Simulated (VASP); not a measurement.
Wanted: the native input for a VASP 6.6.1 run.

```
Task                               : single point
Functional                         : r2SCAN50
Potentials or basis                : VASP PAW PBE potentials, release 64 (I)
Cutoff                             : 520 eV
k mesh                             : 5 × 5 × 5
Occupations                        : fermi-dirac, width 0.05 eV
Spin                               : no spin polarisation
Dipole correction                  : no
Grid for exact exchange (PRECFOCK) : Normal
Further INCAR settings             : ALGO = Normal; EDIFF = 1e-06; NBANDS = 10
Share of exact exchange            : 0.5
```

I:

```
CELL_PARAMETERS angstrom
0.00000 2.38127 3.93573
2.20676 0.00000 3.93573
2.20676 2.38127 0.00000
ATOMIC_POSITIONS crystal
I 0.00000 0.00000 0.00000
```

The input as run:

POSCAR

```
I
1.0
    0.0000000000      2.3812671275      3.9357338680
    2.2067640717      0.0000000000      3.9357338680
    2.2067640717      2.3812671275      0.0000000000
I
1
Direct
    0.0000000000      0.0000000000      0.0000000000
```

INCAR.step1

```
ALGO = Normal
EDIFF = 1E-5
ENCUT = 520
GGA = PE
ISIF = 2
ISMEAR = -1
LASPH = T
LCHARG = F
LREAL = F
LWAVE = T
NBANDS = 10
NELM = 60
PREC = Accurate
SIGMA = 0.05
```

INCAR.step2

```
AEXX = 0.5
ALGO = Normal
EDIFF = 1E-6
ENCUT = 520
ISIF = 2
ISMEAR = -1
ISTART = 1
LASPH = T
LCHARG = F
LHFCALC = T
LMIXTAU = T
LREAL = F
LWAVE = F
METAGGA = R2SCAN
NBANDS = 10
NELM = 60
PREC = Accurate
PRECFOCK = Normal
SIGMA = 0.05
```

KPOINTS

```
k-points
0
Gamma
  5 5 5
```

Potentials or basis: VASP PAW PBE potentials, release 64 (I).

Run with:

```console
$ cat potpaw_PBE.64/I/POTCAR > POTCAR
$ cp INCAR.step1 INCAR
$ mpirun -np 1 vasp_std > vasp.out
$ cp INCAR.step2 INCAR
$ mpirun -np 1 vasp_std > vasp.out
```

Results of the run:

```yaml
Pressure: -3.2 GPa
Band_gap_on_the_k_mesh: zero (an odd number of electrons rules out a gap without spin polarisation)
```

Caveat: the k points lie up to 0.42 Å⁻¹ apart, too coarse for converged energies and pressures of a metal; the PAW data sets were made with another functional, which shifts forces and pressure a little; spin-orbit coupling is left out, which moves the levels of the heavy elements; an odd number of electrons without spin polarisation forces a metal; a magnetic or distorted state may lie lower.

Run time: 13 min on 1 thread of Intel(R) Xeon(R) Platinum 8259CL CPU @ 2.50GHz (Skylake/Cascade Lake), on a shared host, peak memory 0.19 GiB.
